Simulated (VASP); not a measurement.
# SrCl2 (Fm-3m) in VASP: a series of runs

Runs on SrCl2. Level: PBE. Tasks: single point.

Program: VASP 6.6.1. These are calculated values, not measurements. Logs are shortened: lines on timing, memory, paths and dates and some standing lists are left out, and cuts for length are marked.

**1. The cell of the first run**

The structure is cubic, space group Fm-3m (No. 225). Conventional cell: a = 6.895 Å, b = 6.895 Å, c = 6.895 Å, α = 90.00°, β = 90.00°, γ = 90.00°. Sr (site symmetry m-3m) has 8 Cl at 2.99 Å within 3.9 Å. Within 3.9 Å of Cl (site symmetry -43m) lie 4 Sr at 2.99 Å and 6 Cl at 3.45 Å.

**2. Single point, PBE (volume scaled by 0.94)**

Contents of INCAR:

```
SYSTEM = SrCl2
  PREC = Accurate
  ENCUT = 520
  EDIFF = 1E-6
  ISMEAR = 0
  SIGMA = 0.02
  LREAL = .False.
  LASPH = .True.
  NELM = 60
  ALGO = Normal
  ISIF = 2
  LWAVE = .False.
  LCHARG = .True.
  GGA = PE
  LELF = .True.
  LVHAR = .True.
  NBANDS = 19
```

Contents of KPOINTS:

```
Automatic mesh
0
Gamma
  6 6 6
  0 0 0
```

Contents of POSCAR:

```
SrCl2
1.0
    0.0000000000      3.4473729865      3.4473729865
    3.4473729865      0.0000000000      3.4473729865
    3.4473729865      3.4473729865      0.0000000000
Sr Cl
1 2
Direct
    0.0000000000      0.0000000000      0.0000000000
    0.2500000000      0.2500000000      0.2500000000
    0.7500000000      0.7500000000      0.7500000000
```

Potentials or basis: VASP PAW PBE potentials, release 64 (Sr_sv, Cl).

Run with:

```console
> cat potpaw_PBE.64/Sr_sv/POTCAR potpaw_PBE.64/Cl/POTCAR > POTCAR
> mpirun -np 1 vasp_std > vasp.out
```

OUTCAR:

```text
SYSTEM = SrCl2
   PREC = Accurate
   ENCUT = 520
   EDIFF = 1E-6
   ISMEAR = 0
   LREAL = .False.
   LASPH = .True.
   NELM = 60
   ISIF = 2
   GGA = PE

 ion  position               nearest neighbor table
   1  0.000  0.000  0.000-   3 2.99   3 2.99   3 2.99   2 2.99   3 2.99   2 2.99   2 2.99   2 2.99

   2  0.250  0.250  0.250-   1 2.99   1 2.99   1 2.99   1 2.99
   3  0.750  0.750  0.750-   1 2.99   1 2.99   1 2.99   1 2.99

  LATTYP: Found a face centered cubic cell.
 ALAT       =     6.8947459730

  Lattice vectors:

 A1 = (   0.0000000000,   3.4473729865,   3.4473729865)
 A2 = (   3.4473729865,   0.0000000000,   3.4473729865)
 A3 = (   3.4473729865,   3.4473729865,   0.0000000000)

Analysis of symmetry for initial positions (statically):
=====================================================================
 Subroutine PRICEL returns:
 Original cell was already a primitive cell.

 Routine SETGRP: Setting up the symmetry group for a
 face centered cubic supercell.

 Subroutine GETGRP returns: Found 48 space group operations
 (whereof 48 operations were pure point group operations)
 out of a pool of 48 trial point group operations.

The static configuration has the point symmetry O_h .

Analysis of symmetry for dynamics (positions and initial velocities):
=====================================================================
 Subroutine PRICEL returns:
 Original cell was already a primitive cell.

 Routine SETGRP: Setting up the symmetry group for a
 face centered cubic supercell.

 Subroutine GETGRP returns: Found 48 space group operations
 (whereof 48 operations were pure point group operations)
 out of a pool of 48 trial point group operations.

The dynamic configuration has the point symmetry O_h .

 Subroutine INISYM returns: Found 48 space group operations
 (whereof 48 operations are pure point group operations),
 and found     1 'primitive' translations

----------------------------------------------------------------------------------------

                                     Primitive cell

  volume of cell :      81.9398

  direct lattice vectors                    reciprocal lattice vectors
     0.000000000  3.447372987  3.447372987    -0.145037976  0.145037976  0.145037976
     3.447372987  0.000000000  3.447372987     0.145037976 -0.145037976  0.145037976
     3.447372987  3.447372987  0.000000000     0.145037976  0.145037976 -0.145037976

  length of vectors
     4.875321632  4.875321632  4.875321632     0.251213143  0.251213143  0.251213143

  position of ions in fractional coordinates (direct lattice)
     0.000000000  0.000000000  0.000000000
     0.250000000  0.250000000  0.250000000
[... 72 lines left out ...]
   EDIFFG = 0.1E-04   stopping-criterion for IOM
   NSW    =      0    number of steps for IOM
   IBRION =     -1    ionic relax: 0-MD 1-quasi-New 2-CG
   NFREE  =      0    steps in history (QN), initial steepest desc. (CG)
   ISIF   =      2    stress and relaxation
   ISYM   =      2    0-nonsym 1-usesym 2-fastsym
   POTIM  = 0.5000    time-step for ionic-motion
   TEBEG  =    0.0;   TEEND  =   0.0 temperature during run
   PSTRESS=    0.0 pullay stress
   NELECT =      24.0000    total number of electrons
   NUPDOWN=      -1.0000    fix difference up-down
   EMIN   =  10.00;   EMAX   =-10.00  energy-range for DOS
   EFERMI =   0.00;   METHOD = LEGACY
   ISMEAR =     0;   SIGMA  =   0.02  broadening in eV -4-tet -1-fermi 0-gaus
   EFERMI_NEDOS =   21; number of points for ismear=-14 and -15
   IALGO  =     38    algorithm
   IMIX   =      4    mixing-type and parameters
     AMIX     =   0.40;   BMIX     =  1.00
     AMIX_MAG =   1.60;   BMIX_MAG =  1.00
  volume/ion in A,a.u.               =      27.31       184.32
  Fermi-wavevector in a.u.,A,eV,Ry     =   1.087211  2.054530 16.082449  1.182027
  Thomas-Fermi vector in A             =   2.223365
   LORBIT       =      0    0 simple, 1 ext, 2 COOP (PROOUT), +10 PAW based schemes
   GGA     = PE    functional components
   LHFCALC =     F    Hartree Fock is set to
   AEXX    =    0.0000 exact exchange contribution
   IVDW    =     0    specifies the selected vdW correction
   LEPSILON=     F    determine dielectric tensor
   LRPA    =     F    only Hartree local field effects (RPA)
 non-spin polarized calculation
 Gauss-broadening in eV      SIGMA  =   0.02
  energy-cutoff  :      520.00
  volume of cell :       81.94
 maximum number of plane-waves:      2229
   NGX = 19   NGY = 19   NGZ = 19

 number of electron      24.0000001 magnetization

 Free energy of the ion-electron system (eV)
  ---------------------------------------------------
  ext. energy  EPLUGINS =         0.00000000
  ---------------------------------------------------
  free energy    TOTEN  =       -12.74833703 eV

  energy without entropy =      -12.74833703  energy(sigma->0) =      -12.74833703

 E-fermi :   0.5766     XC(G=0):  -8.4368

 val. band max:        0.3907077940   @ k =   0.5000   0.5000   0.0000
 cond. band min:       5.8672460299   @ k =   0.0000   0.0000   0.0000
 fundamental gap:      5.4765382359
 Fermi energy:         0.5766485296

 k-point     1 :       0.0000    0.0000    0.0000
  band No.  band energies     occupation
      1     -32.3821      2.00000
      2     -14.3900      2.00000
      3     -14.3900      2.00000
      4     -14.3900      2.00000
      5     -13.0278      2.00000
      6     -12.1030      2.00000
[... 329 lines left out ...]
      6     -12.2061      2.00000
[... 11 lines left out ...]
     18      10.1958      0.00000
     19      10.5893      0.00000

------------------------ aborting loop because EDIFF is reached ----------------------------------------

  FORCE on cell =-STRESS in cart. coord.  units (eV):
  Direction    XX          YY          ZZ          XY          YZ          ZX
  --------------------------------------------------------------------------------------
  -------------------------------------------------------------------------------------
  Total        1.3025105      1.3025105      1.3025105      0.0000000     -0.0000000      0.0000000
  in kB       25.4681272     25.4681272     25.4681272      0.0000000     -0.0000000      0.0000000
  external PRESSURE =      25.4681272 kB  Pullay stress =       0.0000000 kB

 VOLUME and BASIS-vectors are now :
 -----------------------------------------------------------------------------
  energy-cutoff  :      520.00
  volume of cell :       81.94
      direct lattice vectors                 reciprocal lattice vectors
     0.000000000  3.447372987  3.447372987    -0.145037976  0.145037976  0.145037976
     3.447372987  0.000000000  3.447372987     0.145037976 -0.145037976  0.145037976
     3.447372987  3.447372987  0.000000000     0.145037976  0.145037976 -0.145037976

 POSITION                                       TOTAL-FORCE (eV/Angst)
 -----------------------------------------------------------------------------------
      0.00000      0.00000      0.00000        -0.000000     -0.000000      0.000000
      1.72369      1.72369      1.72369         0.000000      0.000000      0.000000
      5.17106      5.17106      5.17106        -0.000000     -0.000000     -0.000000
 -----------------------------------------------------------------------------------
    total drift:                                0.000000      0.000000      0.000000

  FREE ENERGIE OF THE ION-ELECTRON SYSTEM (eV)
  ---------------------------------------------------
  free  energy   TOTEN  =       -12.7483370297 eV

  energy  without entropy=      -12.7483370297  energy(sigma->0) =      -12.74833703
```

OSZICAR:

```text
N       E                     dE             d eps       ncg     rms          rms(c)
DAV:   1     0.140148743225E+03    0.14015E+03   -0.11576E+04   608   0.114E+03
DAV:   2    -0.358758344794E+01   -0.14374E+03   -0.13807E+03   797   0.221E+02
DAV:   3    -0.127198341869E+02   -0.91323E+01   -0.90989E+01   804   0.555E+01
DAV:   4    -0.130110879715E+02   -0.29125E+00   -0.29081E+00   973   0.867E+00
DAV:   5    -0.130139940963E+02   -0.29061E-02   -0.29060E-02   830   0.869E-01    0.141E+01
DAV:   6    -0.127315862084E+02    0.28241E+00   -0.55933E-01   680   0.423E+00    0.896E+00
DAV:   7    -0.127419681272E+02   -0.10382E-01   -0.37204E-01   811   0.367E+00    0.204E+00
DAV:   8    -0.127458746169E+02   -0.39065E-02   -0.55774E-02   691   0.130E+00    0.430E-01
DAV:   9    -0.127468633287E+02   -0.98871E-03   -0.18887E-03   767   0.269E-01    0.157E-01
DAV:  10    -0.127482033044E+02   -0.13400E-02   -0.92991E-04   643   0.179E-01    0.415E-02
DAV:  11    -0.127483141887E+02   -0.11088E-03   -0.76525E-05   777   0.490E-02    0.418E-02
DAV:  12    -0.127483367538E+02   -0.22565E-04   -0.28122E-05   644   0.267E-02    0.871E-03
DAV:  13    -0.127483370297E+02   -0.27598E-06   -0.65055E-07   706   0.514E-03
   1 F= -.12748337E+02 E0= -.12748337E+02  d E =-.453864E-41
```

stdout:

```text
POSCAR found type information on POSCAR SrCl
 POSCAR found :  2 types and       3 ions
 scaLAPACK will be used
 LDA part: xc-table for (Slater+PW92), standard interpolation
 POSCAR, INCAR and KPOINTS ok, starting setup
 FFT: planning ... GRIDC
 FFT: planning ... GRID_SOFT
 FFT: planning ... GRID
 WAVECAR not read
 entering main loop
```

It took 25 s on 1 thread of Intel Xeon Platinum 8488C (Sapphire Rapids), shared host; peak memory 0.2 GiB.

What came out:

| Property | Result |
| --- | --- |
| Free energy | -12.7483 eV |
| Pressure | 2.5 GPa |
| Band gap on the k mesh | 5.48 eV, indirect (least direct gap 5.49 eV) |

**3. Single point, PBE (volume scaled by 0.97)**

Contents of INCAR:

```
  ALGO = Normal
  EDIFF = 1E-6
  ENCUT = 520
  GGA = PE
  ISIF = 2
  ISMEAR = 0
  LASPH = T
  LCHARG = F
  LREAL = F
  LWAVE = F
  NBANDS = 19
  NELM = 100
  PREC = Accurate
  SIGMA = 0.02
```

Contents of KPOINTS:

```
k-points
0
Gamma
  6 6 6
```

Contents of POSCAR:

```
SrCl2
1.0
    0.0000000000      3.4836637901      3.4836637901
    3.4836637901      0.0000000000      3.4836637901
    3.4836637901      3.4836637901      0.0000000000
Sr Cl
1 2
Direct
    0.0000000000      0.0000000000      0.0000000000
    0.2500000000      0.2500000000      0.2500000000
    0.7500000000      0.7500000000      0.7500000000
```

Potentials or basis: VASP PAW PBE potentials, release 64 (Sr_sv, Cl).

Run with:

```console
> cat potpaw_PBE.64/Sr_sv/POTCAR potpaw_PBE.64/Cl/POTCAR > POTCAR
> mpirun -np 1 vasp_std > vasp.out
```

It took 36 s on 1 thread of Intel Xeon Platinum 8488C (Sapphire Rapids), shared host; peak memory 0.24 GiB.

It converged, with:

```
Free energy            : -12.7798 eV
Pressure               : 1.2 GPa
Band gap on the k mesh : 5.35 eV, indirect (least direct gap 5.50 eV)
```

Levels at points of the mesh, in eV from the valence-band top:
```
           k point  band 8  band 9  band 10  band 11  band 12  band 13  band 14  band 15  band 16  band 17
(0.00, 0.00, 0.00)   -2.14   -2.14    -0.34    -0.34    -0.34     5.35     6.10     6.10     9.04     9.04
(0.50, 0.00, 0.00)   -1.58   -1.50    -1.33    -1.05    -1.05     6.72     6.72     7.52     7.88     8.64
(0.50, 0.50, 0.00)   -1.89   -1.89    -0.41    -0.41     0.00     5.50     7.05     7.61     8.02     8.02
```

 A k mesh can miss the band edges.
